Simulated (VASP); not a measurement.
# SiSb (P-3m1) in VASP: notebook

The runs below take SiSb through single point, relaxation of cell and atoms, with PBE.

Everything below comes from runs of VASP 6.6.1. Logs are shortened: lines on timing, memory, paths and dates and some standing lists are left out, and cuts for length are marked.

**1. The cell of the first run**

It takes space group P-3m1 (No. 164, trigonal). Conventional cell: a = 3.729 Å, b = 3.729 Å, c = 6.214 Å, α = 90.00°, β = 90.00°, γ = 120.00°. Si (site symmetry 3m) has 3 Sb at 2.45 Å and 1 Si at 2.45 Å within 3.2 Å. Sb (site symmetry 3m) has 3 Si at 2.45 Å and 3 Sb at 2.58 Å within 3.2 Å.

The cell was built from a structure type or drawn by symmetry, and may not be a known phase.

**2. Single point, PBE**

INCAR

```
SYSTEM = SiSb
PREC = Accurate
ENCUT = 520
EDIFF = 1E-6
ISMEAR = 0
SIGMA = 0.1
LREAL = .FALSE.
LASPH = .TRUE.
NELM = 60
ALGO = Normal
ISIF = 2
LWAVE = .FALSE.
LCHARG = .FALSE.
GGA = PE
NBANDS = 17
```

KPOINTS

```
regular mesh
0
G
  6 6 4
  0 0 0
```

POSCAR

```
SiSb
1.0
    3.7292626900      0.0000000000      0.0000000000
   -1.8646313500      3.2296362300      0.0000000000
    0.0000000000      0.0000000000      6.2137812200
Si Sb
2 2
Direct
    0.0000000000      0.0000000000      0.8025568000
    0.0000000000      0.0000000000      0.1974432000
    0.3333333300      0.6666666700      0.6146058900
    0.6666666700      0.3333333300      0.3853941100
```

Potentials or basis: VASP PAW PBE potentials, release 64 (Si, Sb).

Launch:

```console
> cat potpaw_PBE.64/Si/POTCAR potpaw_PBE.64/Sb/POTCAR > POTCAR
> mpirun -np 1 vasp_std > vasp.out
```

OUTCAR:

```text
SYSTEM = SiSb
   PREC = Accurate
   ENCUT = 520
   EDIFF = 1E-6
   ISMEAR = 0
   LREAL = .FALSE.
   LASPH = .TRUE.
   NELM = 60
   ISIF = 2
   GGA = PE

 ion  position               nearest neighbor table
   1  0.000  0.000  0.803-   3 2.45   3 2.45   3 2.45   2 2.45   4 3.37   4 3.37   4 3.37
   2  0.000  0.000  0.197-   4 2.45   4 2.45   4 2.45   1 2.45   3 3.37   3 3.37   3 3.37
   3  0.333  0.667  0.615-   1 2.45   1 2.45   1 2.45   4 2.58   4 2.58   4 2.58   2 3.37   2 3.37
                             2 3.37
   4  0.667  0.333  0.385-   2 2.45   2 2.45   2 2.45   3 2.58   3 2.58   3 2.58   1 3.37   1 3.37
                             1 3.37

  LATTYP: Found a hexagonal cell.
 ALAT       =     3.7292626900
 C/A-ratio  =     1.6662224511

  Lattice vectors:

 A1 = (   3.7292626900,   0.0000000000,   0.0000000000)
 A2 = (  -1.8646313500,   3.2296362300,   0.0000000000)
 A3 = (   0.0000000000,   0.0000000000,   6.2137812200)

Analysis of symmetry for initial positions (statically):
=====================================================================
 Subroutine PRICEL returns:
 Original cell was already a primitive cell.

 Routine SETGRP: Setting up the symmetry group for a
 hexagonal supercell.

 Subroutine GETGRP returns: Found 12 space group operations
 (whereof 12 operations were pure point group operations)
 out of a pool of 24 trial point group operations.

The static configuration has the point symmetry D_3d.

Analysis of symmetry for dynamics (positions and initial velocities):
=====================================================================
 Subroutine PRICEL returns:
 Original cell was already a primitive cell.

 Routine SETGRP: Setting up the symmetry group for a
 hexagonal supercell.

 Subroutine GETGRP returns: Found 12 space group operations
 (whereof 12 operations were pure point group operations)
 out of a pool of 24 trial point group operations.

The dynamic configuration has the point symmetry D_3d.

 Subroutine INISYM returns: Found 12 space group operations
 (whereof 12 operations are pure point group operations),
 and found     1 'primitive' translations

----------------------------------------------------------------------------------------

                                     Primitive cell

  volume of cell :      74.8398

  direct lattice vectors                    reciprocal lattice vectors
     3.729262690  0.000000000  0.000000000     0.268149520  0.154816198  0.000000000
    -1.864631350  3.229636230  0.000000000     0.000000000  0.309632395  0.000000000
     0.000000000  0.000000000  6.213781220     0.000000000  0.000000000  0.160932605
[... 91 lines left out ...]
   IBRION =     -1    ionic relax: 0-MD 1-quasi-New 2-CG
   NFREE  =      0    steps in history (QN), initial steepest desc. (CG)
   ISIF   =      2    stress and relaxation
   ISYM   =      2    0-nonsym 1-usesym 2-fastsym
   POTIM  = 0.5000    time-step for ionic-motion
   TEBEG  =    0.0;   TEEND  =   0.0 temperature during run
   PSTRESS=    0.0 pullay stress
   NELECT =      18.0000    total number of electrons
   NUPDOWN=      -1.0000    fix difference up-down
   EMIN   =  10.00;   EMAX   =-10.00  energy-range for DOS
   EFERMI =   0.00;   METHOD = LEGACY
   ISMEAR =     0;   SIGMA  =   0.10  broadening in eV -4-tet -1-fermi 0-gaus
   EFERMI_NEDOS =   21; number of points for ismear=-14 and -15
   IALGO  =     38    algorithm
   IMIX   =      4    mixing-type and parameters
     AMIX     =   0.40;   BMIX     =  1.00
     AMIX_MAG =   1.60;   BMIX_MAG =  1.00
  volume/ion in A,a.u.               =      18.71       126.26
  Fermi-wavevector in a.u.,A,eV,Ry     =   1.018095  1.923920 14.102666  1.036517
  Thomas-Fermi vector in A             =   2.151533
   LORBIT       =      0    0 simple, 1 ext, 2 COOP (PROOUT), +10 PAW based schemes
   GGA     = PE    functional components
   LHFCALC =     F    Hartree Fock is set to
   AEXX    =    0.0000 exact exchange contribution
   IVDW    =     0    specifies the selected vdW correction
   LEPSILON=     F    determine dielectric tensor
   LRPA    =     F    only Hartree local field effects (RPA)
 non-spin polarized calculation
 Gauss-broadening in eV      SIGMA  =   0.10
  energy-cutoff  :      520.00
  volume of cell :       74.84
 maximum number of plane-waves:      2031
   NGX = 13   NGY = 13   NGZ = 23

 number of electron      17.9999999 magnetization

 Free energy of the ion-electron system (eV)
  ---------------------------------------------------
  ext. energy  EPLUGINS =         0.00000000
  ---------------------------------------------------
  free energy    TOTEN  =       -13.17406319 eV

  energy without entropy =      -13.16968077  energy(sigma->0) =      -13.17187198

 E-fermi :  11.0449     XC(G=0): -10.6918

 val. band max:       11.0246481376   @ k =   0.1667   0.1667   0.5000
 cond. band min:      11.1100903860   @ k =   0.0000   0.3333   0.2500
 fundamental gap:      0.0854422484
 Fermi energy:        11.0448793273

 k-point     1 :       0.0000    0.0000    0.0000
  band No.  band energies     occupation
      1      -5.6713      2.00000
      2      -1.1484      2.00000
      3       1.5541      2.00000
      4       8.0975      2.00000
      5       8.0975      2.00000
      6       8.9898      2.00000
[... 457 lines left out ...]
      4       1.6691      2.00000
      5       3.9223      2.00000
      6       3.9223      2.00000
[... 9 lines left out ...]
     16      17.0063      0.00000
     17      17.0063      0.00000

------------------------ aborting loop because EDIFF is reached ----------------------------------------

  FORCE on cell =-STRESS in cart. coord.  units (eV):
  Direction    XX          YY          ZZ          XY          YZ          ZX
  --------------------------------------------------------------------------------------
  -------------------------------------------------------------------------------------
  Total       26.5607742     26.5607742     18.5857144     -0.0000000     -0.0000000      0.0000000
  in kB      568.6155980    568.6155991    397.8847549     -0.0000009     -0.0000000      0.0000000
  external PRESSURE =     511.7053173 kB  Pullay stress =       0.0000000 kB

 VOLUME and BASIS-vectors are now :
 -----------------------------------------------------------------------------
  energy-cutoff  :      520.00
  volume of cell :       74.84
      direct lattice vectors                 reciprocal lattice vectors
     3.729262690  0.000000000  0.000000000     0.268149520  0.154816198  0.000000000
    -1.864631350  3.229636230  0.000000000     0.000000000  0.309632395  0.000000000
     0.000000000  0.000000000  6.213781220     0.000000000  0.000000000  0.160932605

 POSITION                                       TOTAL-FORCE (eV/Angst)
 -----------------------------------------------------------------------------------
      0.00000      0.00000      4.98691        -0.000000      0.000000      4.007764
      0.00000      0.00000      1.22687        -0.000000      0.000000     -4.007764
     -0.00000      2.15309      3.81903        -0.000000      0.000000      5.683103
      1.86463      1.07655      2.39475         0.000000     -0.000000     -5.683103
 -----------------------------------------------------------------------------------
    total drift:                               -0.000000      0.000000     -0.000000

  FREE ENERGIE OF THE ION-ELECTRON SYSTEM (eV)
  ---------------------------------------------------
  free  energy   TOTEN  =       -13.1740631862 eV

  energy  without entropy=      -13.1696807675  energy(sigma->0) =      -13.17187198
```

OSZICAR:

```text
N       E                     dE             d eps       ncg     rms          rms(c)
DAV:   1     0.710883038900E+02    0.71088E+02   -0.65422E+03   816   0.875E+02
DAV:   2    -0.975044766905E+01   -0.80839E+02   -0.75433E+02  1071   0.150E+02
DAV:   3    -0.134544567320E+02   -0.37040E+01   -0.36651E+01  1061   0.345E+01
DAV:   4    -0.134917698322E+02   -0.37313E-01   -0.37288E-01  1028   0.406E+00
DAV:   5    -0.134922907327E+02   -0.52090E-03   -0.52086E-03  1089   0.484E-01    0.885E+00
DAV:   6    -0.132611878116E+02    0.23110E+00   -0.14365E-01   949   0.191E+00    0.554E+00
DAV:   7    -0.131767662705E+02    0.84422E-01   -0.21235E-01   994   0.224E+00    0.476E-01
DAV:   8    -0.131742774160E+02    0.24889E-02   -0.16322E-02   906   0.750E-01    0.184E-01
DAV:   9    -0.131740121653E+02    0.26525E-03   -0.17963E-03  1075   0.201E-01    0.689E-02
DAV:  10    -0.131740541216E+02   -0.41956E-04   -0.92463E-05   963   0.588E-02    0.280E-02
DAV:  11    -0.131740615217E+02   -0.74001E-05   -0.24336E-05   949   0.266E-02    0.524E-03
DAV:  12    -0.131740634755E+02   -0.19538E-05   -0.25363E-06   998   0.989E-03    0.281E-03
DAV:  13    -0.131740631862E+02    0.28925E-06   -0.45439E-07   497   0.406E-03
   1 F= -.13174063E+02 E0= -.13171872E+02  d E =-.438242E-02
```

stdout:

```text
POSCAR found type information on POSCAR SiSb
 POSCAR found :  2 types and       4 ions
 scaLAPACK will be used
 LDA part: xc-table for (Slater+PW92), standard interpolation
 POSCAR, INCAR and KPOINTS ok, starting setup
 FFT: planning ... GRIDC
 FFT: planning ... GRID_SOFT
 FFT: planning ... GRID
 WAVECAR not read
 entering main loop
```

Wall time 45 s (1 thread of Intel Xeon 8259CL, shared host); peak memory 0.19 GiB.

Results:

- Free energy: -13.1741 eV
- Pressure: 51.2 GPa
- Largest force: 5.683 eV/Å
- Band gap on the k mesh: zero (bands 9 and 10 overlap by 1.49 eV)

Forces in eV/Å, atoms in the order of the input:
```
Si   0.000  0.000  4.008
Si   0.000  0.000 -4.008
Sb   0.000  0.000  5.683
Sb   0.000  0.000 -5.683
```

Levels at points of the mesh, in eV from the Fermi level:
| k point | band 6 | band 7 | band 8 | band 9 | band 10 | band 11 | band 12 | band 13 |
| --- | --- | --- | --- | --- | --- | --- | --- | --- |
| (0.00, 0.00, 0.00) | -2.06 | -2.06 | -1.68 | 0.31 | 0.39 | 1.36 | 1.36 | 2.18 |
| (0.50, 0.00, 0.00) | -5.99 | -4.47 | -2.66 | -1.94 | 0.51 | 1.34 | 1.83 | 3.38 |
| (0.00, 0.00, 0.50) | -2.99 | -1.72 | -1.72 | 0.32 | 0.32 | 0.55 | 0.98 | 2.32 |
| (0.50, 0.00, 0.50) | -4.39 | -4.14 | -2.69 | -2.61 | -0.88 | 0.80 | 1.19 | 3.90 |

Caveat: the cell stands under pressure; spin-orbit coupling is left out, which moves the levels of the heavy elements; forces of over 1 eV/Å act on the atoms, so gaps and moduli don't describe the material at rest.

**3. Single point, PBE**

This run uses another cell than the first one, of 29.22 Å³/atom.

INCAR

```
SYSTEM = SiSb
PREC = Accurate ; ENCUT = 520
EDIFF = 1E-6 ; ISMEAR = 0
SIGMA = 0.1 ; LREAL = .False.
LASPH = .True. ; NELM = 80
ALGO = Normal ; ISIF = 2
LWAVE = .False. ; LCHARG = .False.
GGA = PE ; NBANDS = 17
```

KPOINTS

```
regular mesh
0
Gamma
  6 6 4
  0 0 0
```

POSCAR

```
SiSb
1.0
    4.0455914310      0.0000000031      0.0000000000
   -2.0227957182      3.5035849510      0.0000000000
    0.0000000000      0.0000000000      8.2469569364
Si Sb
2 2
Direct
    0.0000000000      0.0000000000      0.8588579742
    0.0000000000      0.0000000000      0.1411420258
    0.3333333333      0.6666666667      0.7137169631
    0.6666666667      0.3333333333      0.2862830369
```

Potentials or basis: VASP PAW PBE potentials, release 64 (Si, Sb).

Launch:

```console
> cat potpaw_PBE.64/Si/POTCAR potpaw_PBE.64/Sb/POTCAR > POTCAR
> mpirun -np 1 vasp_std > vasp.out
```

Run time: 85 s. Hardware: 1 thread of Intel Xeon 8259CL, shared host; peak memory 0.24 GiB.

Results (log left out):

* Free energy: -18.5254 eV
* Pressure: 0.5 GPa
* Largest force: 0.059 eV/Å
* Band gap on the k mesh: 0.10 eV (least direct gap 0.70 eV)

Forces in eV/Å, atoms in the order of the input:
```
Si   0.000  0.000  0.032
Si   0.000  0.000 -0.032
Sb   0.000  0.000 -0.059
Sb   0.000  0.000  0.059
```

Stress tensor (GPa, compression positive):
```
0.46 0.00 0.00
0.00 0.46 0.00
0.00 0.00 0.57
```

Levels at points of the mesh, in eV from the valence-band top:
```csv
k point,band 7,band 8,band 9,band 10,band 11,band 12
"(0.00, 0.00, 0.00)",-1.53,-0.97,-0.97,0.64,1.26,1.88
"(0.50, 0.00, 0.00)",-3.11,-2.32,-1.06,0.22,0.66,1.70
"(0.00, 0.00, 0.50)",-0.93,-0.93,0.00,0.70,0.72,1.69
"(0.50, 0.00, 0.50)",-2.98,-2.47,-1.92,0.11,0.59,1.40
```

Caveat: spin-orbit coupling is left out, which moves the levels of the heavy elements. A k mesh can miss the band edges.

**4. Relaxation of cell and atoms, PBE**

INCAR

```
  ALGO = Normal
  EDIFF = 1E-7
  EDIFFG = -0.04
  ENCUT = 600
  GGA = PE
  IBRION = 2
  ISIF = 3
  ISMEAR = 0
  LASPH = T
  LCHARG = F
  LREAL = F
  LWAVE = F
  NELM = 60
  NSW = 90
  PREC = Accurate
  SIGMA = 0.1
```

KPOINTS

```
k-points
0
Gamma
  6 6 4
```

POSCAR

```
SiSb
1.0
    3.7292626900      0.0000000000      0.0000000000
   -1.8646313500      3.2296362300      0.0000000000
    0.0000000000      0.0000000000      6.2137812200
Si Sb
2 2
Direct
    0.0000000000      0.0000000000      0.8025568000
    0.0000000000      0.0000000000      0.1974432000
    0.3333333300      0.6666666700      0.6146058900
    0.6666666700      0.3333333300      0.3853941100
```

Launch:

```console
> cat potpaw_PBE.64/Si/POTCAR potpaw_PBE.64/Sb/POTCAR > POTCAR
> mpirun -np 1 vasp_std > vasp.out
```

Run time: 15 min. Hardware: 1 thread of Intel Xeon 8259CL, shared host; peak memory 0.23 GiB.

The run converged. Its results:

```
Free energy                           : -18.5230 eV
Relaxed volume                        : 29.20 Å³/atom
Relaxed cell                          : a = 4.051 Å, b = 4.051 Å, c = 8.216 Å, α = 90.00°, β = 90.00°, γ = 120.00°
Space group after relaxing (to 0.1 Å) : P-3m1 (No. 164)
Energy gained by relaxing             : 1337.1 meV/atom
Ionic steps                           : 28
Pressure after relaxing               : 0.1 GPa
Largest force after relaxing          : 0.034 eV/Å
```

Forces in eV/Å, atoms in the order of the input:
```
Si   0.000  0.000  0.021
Si   0.000  0.000 -0.021
Sb   0.000  0.000  0.034
Sb   0.000  0.000 -0.034
```

Stress tensor (GPa, compression positive):
```
0.17 0.00 0.00
0.00 0.17 0.00
0.00 0.00 0.00
```

The path:
```csv
step,energy change (eV),largest force (eV/Å),pressure (GPa),volume (Å³)
1,0.0000,5.6827,51.17,74.84
2,-2.6210,0.9838,-9.52,159.71
3,-4.7851,1.5366,-3.16,110.71
4,-4.7944,1.5705,-2.55,109.27
5,-4.7966,1.6145,-1.76,107.57
6,-5.0223,1.0806,-0.12,104.45
7,-5.1313,0.2931,3.06,100.35
8,-5.2288,0.1999,0.32,106.02
9,-5.2331,0.2092,-0.38,107.82
10,-5.2675,0.2652,-0.11,107.92
11,-5.2900,0.3749,0.27,107.93
12,-5.2925,0.4108,0.40,107.90
13,-5.2950,0.4185,-0.50,109.83
14,-5.3035,0.2095,-0.11,108.94
15,-5.3089,0.1504,0.16,108.96
16,-5.3111,0.2111,0.50,108.97
17,-5.3138,0.1661,0.47,109.27
18,-5.3199,0.0326,0.40,110.14
19,-5.3247,0.2302,0.32,111.90
20,-5.3299,0.1919,-0.05,113.16
21,-5.3342,0.1023,-0.74,115.76
22,-5.3389,0.0647,-0.64,116.06
23,-5.3450,0.1236,-0.38,116.65
24,-5.3378,0.3786,0.26,117.72
25,-5.3458,0.1531,-0.23,116.89
26,-5.3479,0.0639,0.12,116.55
27,-5.3479,0.0508,0.17,116.50
28,-5.3486,0.0340,0.11,116.78
```

Final structure:
```cif
data_structure
_symmetry_space_group_name_H-M 'P 1'
_symmetry_Int_Tables_number 1
_cell_length_a 4.0513
_cell_length_b 4.0513
_cell_length_c 8.2161
_cell_angle_alpha 90.000
_cell_angle_beta 90.000
_cell_angle_gamma 120.000
_cell_volume 116.78
loop_
_atom_site_label
_atom_site_type_symbol
_atom_site_fract_x
_atom_site_fract_y
_atom_site_fract_z
_atom_site_occupancy
Si1 Si 0.00000 0.00000 0.85778 1
Si2 Si 0.00000 0.00000 0.14222 1
Sb1 Sb 0.33333 0.66667 0.71103 1
Sb2 Sb 0.66667 0.33333 0.28897 1
```

Levels at points of the mesh, in eV from the Fermi level:
```tsv
k point	band 7	band 8	band 9	band 10	band 11	band 12
(0.00, 0.00, 0.00)	-1.52	-0.97	-0.97	0.63	1.27	1.88
(0.50, 0.00, 0.00)	-3.09	-2.30	-1.08	0.18	0.68	1.70
(0.00, 0.00, 0.50)	-0.92	-0.92	0.01	0.69	0.72	1.67
(0.50, 0.00, 0.50)	-2.98	-2.47	-1.96	0.06	0.60	1.42
```

Caveat: the volume moved by over 15 % at a fixed basis, so the end points are rough; spin-orbit coupling is left out, which moves the levels of the heavy elements.

**5. Overview**

| task | cell | cutoff (eV) | gap on the mesh (eV) | pressure (GPa) | largest force (eV/Å) |
| --- | --- | --- | --- | --- | --- |
| single point | a = 3.729, b = 3.729, c = 6.214 Å, angles 90.0, 90.0, 120.0°, 4 atoms, atomic positions A | 520 | none | 51.2 | 5.68 |
| single point | a = 4.046, b = 4.046, c = 8.247 Å, angles 90.0, 90.0, 120.0°, 4 atoms, atomic positions B | 520 | 0.10 | 0.5 | 0.06 |
| relaxation of cell and atoms | relaxed from a = 3.729, b = 3.729, c = 6.214 Å, angles 90.0, 90.0, 120.0°, 4 atoms, atomic positions A | 600 | - | 0.1 | 0.03 |

Alike in all rows: level PBE; potentials or basis VASP PAW PBE potentials, release 64 (Si, Sb); no spin polarisation; k mesh 6 × 6 × 4; smearing gaussian 0.1 eV.

Caveats: spin-orbit coupling is left out, which moves the levels of the heavy elements; the cell stands under pressure (at least some runs); forces of over 1 eV/Å act on the atoms, so gaps and moduli don't describe the material at rest (at least some runs); the volume moved by over 15 % at a fixed basis, so the end points are rough (at least some runs).

Total energies depend on the potentials used, so only differences within one code and one set of settings carry meaning.
